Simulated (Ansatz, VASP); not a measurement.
## NaB: VASP beside Ansatz

```
Na B
1.0
     0.00000    3.01269    2.12997
     3.01269    0.00000    2.12997
     3.01269    3.01269    0.00000
Na B
1 1
Direct
  0.00000 0.00000 0.00000
  0.50000 0.50000 0.50000
```

Alike in both runs: task single point; functional PBEsol; k mesh 18 × 18 × 18; occupations gaussian, width 0.15 eV; no spin polarisation.

|  | VASP | Ansatz |
| --- | --- | --- |
| version | VASP 6.6.1 | Ansatz 0.2.0 |
| potentials or method | VASP PAW PBE potentials, release 64 (Na_pv, B), cutoff 520 eV | scalar-relativistic, plane waves, PAW |
| valence electrons in the cell | 10 | 12 |

VASP gave:

- gap on the k mesh at the Fermi level (eV): none
- pressure (GPa): 7.2
- traceless stress, the component that is largest in VASP (GPa): 28.25

Q: What did Ansatz give for the same quantities?

A: gap on the k mesh at the Fermi level (eV): none; pressure (GPa): 7.0; traceless stress, the component that is largest in VASP (GPa): 28.00.

VASP's potentials were made for PBE, not for PBEsol. A gap of «none» marks a metal or a gap that the smearing closes. With one functional, cell and mesh, what is left measures potentials, basis and numerics. VASP's potentials hold 10 valence electrons a cell and Ansatz's 12, so a difference there can come from the potentials and not from the codes.
